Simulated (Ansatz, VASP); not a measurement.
**BaO in VASP and in Ansatz**

```
Ba O
1.0
     3.94141    0.00000    0.00000
     0.00000    3.94141    0.00000
     0.00000    0.00000    5.57400
Ba O
2 2
Direct
  0.00000 0.00000 0.00000
  0.50000 0.50000 0.50000
  0.50000 0.50000 0.00000
  0.00000 0.00000 0.50000
```

Alike in both runs: task single point; functional PBE; k mesh 4 × 4 × 4; occupations gaussian, width 0.1 eV; no spin polarisation.

|  | VASP | Ansatz |
| --- | --- | --- |
| version | VASP 6.6.1 | Ansatz 0.2.0 |
| potentials or method | VASP PAW PBE potentials, release 64 (Ba_sv, O), cutoff 600 eV | scalar-relativistic, plane waves, PAW |
| valence electrons in the cell | 32 | 32 |

```csv
,VASP,Ansatz,Ansatz less VASP
gap on the k mesh at the Fermi level (eV),2.03,2.10,+0.064
least direct gap on the mesh (eV),2.03,2.10,+0.064
pressure (GPa),1.5,0.0,-1.50
```

With one functional, cell and mesh, what is left measures potentials, basis and numerics.

Spin-orbit coupling is off throughout.
